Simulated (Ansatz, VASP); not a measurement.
**CdSe in VASP and in Ansatz**

INCAR

```
SYSTEM = CdSe
  PREC = Accurate
  ENCUT = 520
  EDIFF = 1E-6
  ISMEAR = 0
  SIGMA = 0.05
  LREAL = .FALSE.
  LASPH = .TRUE.
  NELM = 60
  ALGO = Normal
  ISIF = 2
  LWAVE = .FALSE.
  LCHARG = .FALSE.
  GGA = PE
  NBANDS = 26
```

The input KPOINTS:

```
regular mesh
0
G
  6 6 4
  0 0 0
```

The input POSCAR:

```
CdSe
1.0
    4.2984999142      0.0000000000      0.0000000000
   -2.1492499571      3.7226101239      0.0000000000
    0.0000000000      0.0000000000      7.0152000000
Cd Se
2 2
Direct
    0.6143228247      0.3333333333      0.0320732125
    0.3333333333      0.6666666667      0.5000000000
    0.6666666667      0.3333333333      0.3750000000
    0.3333333333      0.6666666667      0.8750000000
```

Input for Ansatz:

```yaml
crystal:
  lattice:
    - [4.2984999142, 0.0, 0.0]
    - [-2.1492499571, 3.7226101239, 0.0]
    - [0.0, 0.0, 7.0152]
  atoms:
    - { symbol: Cd, position: [0.6143228247, 0.3333333333, 0.0320732125] }
    - { symbol: Cd, position: [0.3333333333, 0.6666666667, 0.5] }
    - { symbol: Se, position: [0.6666666667, 0.3333333333, 0.375] }
    - { symbol: Se, position: [0.3333333333, 0.6666666667, 0.875] }
basis:
  ecutwfc: 420
kpoints:
  mp_grid: { grid: [6, 6, 4] }
hamiltonian:
  xc: pbe
scf:
  occupations: { method: gaussian, width: 0.05 }
output:
  forces: true
  stress: true
  eigenvalues: true
```

Alike in both runs: task single point; functional PBE; k mesh 6 × 6 × 4; occupations gaussian, width 0.05 eV; no spin polarisation.

|  | VASP | Ansatz |
| --- | --- | --- |
| version | VASP 6.6.1 | Ansatz 0.2.0 |
| potentials or method | VASP PAW PBE potentials, release 64 (Cd, Se), cutoff 520 eV | scalar-relativistic, plane waves, PAW |
| valence electrons in the cell | 36 | 72 |

Ansatz gave:

| Property | Result |
| --- | --- |
| gap on the k mesh at the Fermi level (eV) | 0.48 |
| least direct gap on the mesh (eV) | 0.48 |
| pressure (GPa) | 4.0 |
| traceless stress, the component that is largest in VASP (GPa) | 3.36 |
| rms of the force components (eV/Å) | 0.747 |

Question: What did VASP give for the same quantities?

Answer: gap on the k mesh at the Fermi level (eV): 0.48; least direct gap on the mesh (eV): 0.48; pressure (GPa): 4.4; traceless stress, the component that is largest in VASP (GPa): 3.49; rms of the force components (eV/Å): 0.768.

Atom by atom the forces differ by 0.021 eV/Å (rms over components). VASP's potentials hold 36 valence electrons a cell and Ansatz's 72, so a difference there can come from the potentials and not from the codes.
